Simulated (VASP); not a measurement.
Write the native input for VASP 6.6.1 that does the following.

```
Task                   : single point
Functional             : r2SCAN
Potentials or basis    : VASP PAW PBE potentials, release 64 (Al, Ga_d, N)
Cutoff                 : 520 eV
k mesh                 : 6 × 6 × 6
Occupations            : gaussian, width 0.05 eV
Spin                   : no spin polarisation
Dipole correction      : no
Further INCAR settings : ALGO = Normal; EDIFF = 1e-06; NBANDS = 41
```

Crystal: AlGa3N4.

```
Al Ga N
1.0
     4.47169    0.00000    0.00000
     0.00000    4.47169    0.00000
     0.00000    0.00000    4.47169
Al Ga N
1 3 4
Direct
  0.00000 0.00000 0.00000
  0.50000 0.50000 0.98882
  0.50000 0.00000 0.50000
  0.00000 0.50000 0.50000
  0.75571 0.75571 0.24429
  0.75571 0.24429 0.75571
  0.24429 0.75571 0.75571
  0.24429 0.24429 0.24429
```

This cell differs from its parent crystal: atom 2 (Ga) moved -0.050 Å along Cartesian [0 0 1].

The input as run:

POSCAR

```
AlGa3N4
1.0
    4.4716853600      0.0000000000      0.0000000000
    0.0000000000      4.4716853600      0.0000000000
    0.0000000000      0.0000000000      4.4716853600
Al Ga N
1 3 4
Direct
    0.0000000000      0.0000000000      0.0000000000
    0.5000000000      0.5000000000     -0.0111814665
    0.5000000000      0.0000000000      0.5000000000
    0.0000000000      0.5000000000      0.5000000000
    0.7557144200      0.7557144200      0.2442855800
    0.7557144200      0.2442855800      0.7557144200
    0.2442855800      0.7557144200      0.7557144200
    0.2442855800      0.2442855800      0.2442855800
```

INCAR.step1

```
SYSTEM = AlGa3N4
PREC     = Accurate       ! precision mode
ENCUT    = 520            ! plane-wave cutoff, eV
ISMEAR   = 0              ! smearing method
SIGMA    = 0.05           ! smearing width, eV
LREAL    = .FALSE.        ! projectors in reciprocal space
LASPH    = .TRUE.         ! aspherical terms in the spheres
NELM     = 60             ! most SCF steps
NBANDS   = 41             ! bands
GGA      = PE             ! functional
ALGO     = Normal         ! electronic algorithm
EDIFF    = 1E-4           ! SCF threshold, eV
LWAVE    = .TRUE.         ! write WAVECAR
LCHARG   = .FALSE.        ! write CHGCAR
```

INCAR.step2

```
SYSTEM = AlGa3N4
PREC     = Accurate       ! precision mode
ENCUT    = 520            ! plane-wave cutoff, eV
EDIFF    = 1E-6           ! SCF threshold, eV
ISMEAR   = 0              ! smearing method
SIGMA    = 0.05           ! smearing width, eV
LREAL    = .FALSE.        ! projectors in reciprocal space
LASPH    = .TRUE.         ! aspherical terms in the spheres
NELM     = 60             ! most SCF steps
ALGO     = Normal         ! electronic algorithm
ISIF     = 2              ! what is computed and relaxed
LWAVE    = .FALSE.        ! write WAVECAR
LCHARG   = .FALSE.        ! write CHGCAR
METAGGA  = R2SCAN         ! meta-GGA
LMIXTAU  = .TRUE.       
NBANDS   = 41             ! bands
ISTART   = 1
```

KPOINTS

```
Automatic mesh
0
G
  6 6 6
  0 0 0
```

Potentials or basis: VASP PAW PBE potentials, release 64 (Al, Ga_d, N).

Run with:

```bash
$ cat potpaw_PBE.64/Al/POTCAR potpaw_PBE.64/Ga_d/POTCAR potpaw_PBE.64/N/POTCAR > POTCAR
$ cp INCAR.step1 INCAR
$ mpirun -np 1 vasp_std > vasp.out
$ cp INCAR.step2 INCAR
$ mpirun -np 1 vasp_std > vasp.out
```

It gave:

| Item | Value |
| --- | --- |
| Pressure | -0.1 GPa |
| Largest force | 0.892 eV/Å |
| Band gap on the k mesh | 2.76 eV, direct |

Caveat: the cell differs from its parent crystal (atom 2 (Ga) moved -0.050 Å along Cartesian [0 0 1]); the PAW data sets were made with another functional, which shifts forces and pressure a little.

It took 15 min on 1 thread of Intel Xeon 8259CL, with other jobs on the host, peak memory 0.31 GiB.
